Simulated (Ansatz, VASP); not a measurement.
# One calculation of BP, two programs

INCAR

```
PREC = Accurate ; ENCUT = 520
EDIFF = 1E-7 ; ISMEAR = 0
SIGMA = 0.02 ; LREAL = F
LASPH = T ; NELM = 60
ALGO = Normal ; ISIF = 2
LWAVE = F ; LCHARG = F
GGA = PE ; NBANDS = 11
```

KPOINTS

```
regular mesh
0
Gamma
  10 10 10
```

POSCAR

```
BP
1.0
    0.0000000000      2.2741519252      2.2741519252
    2.2741519252      0.0000000000      2.2741519252
    2.2741519252      2.2741519252      0.0000000000
B P
1 1
Direct
    0.0000000000      0.0000000000      0.0000000000
    0.2500000000      0.2500000000      0.2500000000
```

Input for Ansatz:

```yaml
crystal:
  lattice:
    - [0.0, 2.2741519252, 2.2741519252]
    - [2.2741519252, 0.0, 2.2741519252]
    - [2.2741519252, 2.2741519252, 0.0]
  atoms:
    - { symbol: B, position: [0.0, 0.0, 0.0] }
    - { symbol: P, position: [0.25, 0.25, 0.25] }
basis:
  ecutwfc: 420
kpoints:
  mp_grid: { grid: [10, 10, 10] }
hamiltonian:
  xc: pbe
scf:
  occupations: { method: gaussian, width: 0.02 }
output:
  forces: false
  stress: false
  eigenvalues: true
  eigenstates:
    kpoints:
      - [0.0, 0.0, 0.0]
      - [0.0, 0.00723885, 0.00723885]
      - [0.0, -0.00723885, -0.00723885]
      - [0.00723885, 0.0, 0.00723885]
      - [-0.00723885, 0.0, -0.00723885]
      - [0.00723885, 0.00723885, 0.0]
      - [-0.00723885, -0.00723885, 0.0]
      - [0.00511864, 0.00511864, 0.01023728]
      - [-0.00511864, -0.00511864, -0.01023728]
      - [0.00511864, 0.01023728, 0.00511864]
      - [-0.00511864, -0.01023728, -0.00511864]
      - [0.01023728, 0.00511864, 0.00511864]
      - [-0.01023728, -0.00511864, -0.00511864]
      - [0.008358704, 0.008358704, 0.008358704]
      - [-0.008358704, -0.008358704, -0.008358704]
      - [0.0, 0.414062, 0.414062]
      - [0.0, 0.42130085, 0.42130085]
      - [0.0, 0.40682315, 0.40682315]
      - [0.00723885, 0.414062, 0.42130085]
      - [-0.00723885, 0.414062, 0.40682315]
      - [0.00723885, 0.42130085, 0.414062]
      - [-0.00723885, 0.40682315, 0.414062]
      - [0.00511864, 0.41918064, 0.42429928]
      - [-0.00511864, 0.40894336, 0.40382472]
      - [0.00511864, 0.42429928, 0.41918064]
      - [-0.00511864, 0.40382472, 0.40894336]
      - [0.01023728, 0.41918064, 0.41918064]
      - [-0.01023728, 0.40894336, 0.40894336]
      - [0.008358704, 0.422420704, 0.422420704]
      - [-0.008358704, 0.405703296, 0.405703296]
    e_range: [-2.748655, 2.748655]
checkpoint:
  read: start.run
  write: ck
  compress: false
  write_wavefunctions: false
  write_every: 100000
```

Alike in both runs: task single point; functional PBE; k mesh 10 × 10 × 10; occupations gaussian, width 0.02 eV; no spin polarisation.

|  | VASP | Ansatz |
| --- | --- | --- |
| version | VASP 6.6.1 | Ansatz 0.2.0 |
| potentials or method | VASP PAW PBE potentials, release 64 (B, P), cutoff 520 eV | scalar-relativistic, plane waves, PAW |
| valence electrons in the cell | 8 | 8 |

```tsv
	VASP	Ansatz	Ansatz less VASP
gap on the k mesh at the Fermi level (eV)	1.25	1.25	+0.004
least direct gap on the mesh (eV)	3.39	3.39	+0.003
```
